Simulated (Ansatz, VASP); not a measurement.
Two plane-wave programs on GdN

```xyz
4
Lattice="3.7289 0.0000 0.0000 -1.8644 3.2293 0.0000 0.0000 0.0000 5.1971" Properties=species:S:1:pos:R:3 pbc="T T T"
Gd    0.0000    0.0000    0.0000
Gd    0.0000    0.0000    2.5986
N     0.0000    2.1529    1.2993
N     1.8644    1.0764    3.8978
```

Alike in both runs: task single point; functional r2SCAN; k mesh 6 × 6 × 4; occupations gaussian, width 0.05 eV; collinear spin; Hubbard terms Gd f U = 2.5 eV.

|  | VASP | Ansatz |
| --- | --- | --- |
| version | VASP 6.6.1 | Ansatz 0.2.0 |
| potentials or method | VASP PAW PBE potentials, release 64 (Gd, N), cutoff 520 eV | scalar-relativistic, plane waves, PAW |
| valence electrons in the cell | 46 | 46 |

VASP gave:

| Quantity | Value |
| --- | --- |
| gap on the k mesh at the Fermi level (eV) | 0.13 |
| least direct gap on the mesh (eV) | 0.31 |
| pressure (GPa) | 2.4 |
| traceless stress, the component that is largest in VASP (GPa) | 53.60 |
| net moment per atom (μB) | 0.00 |
| size of the moment on the site where the two differ most (μB) | 6.78 |

Task: What did Ansatz give for the same quantities?

Result: gap on the k mesh at the Fermi level (eV): 0.10; least direct gap on the mesh (eV): 0.27; pressure (GPa): 2.3; traceless stress, the component that is largest in VASP (GPa): 53.29; net moment per atom (μB): 0.00; size of the moment on the site where the two differ most (μB): 6.93.

VASP's potentials were made for PBE, not for r2SCAN. Site moments also hang on the region over which each program counts them. The programs project onto different local orbitals, so the same U acts differently, and such runs can settle in different states. Ansatz's warnings: stability check not made.

Spin-orbit coupling is off throughout.
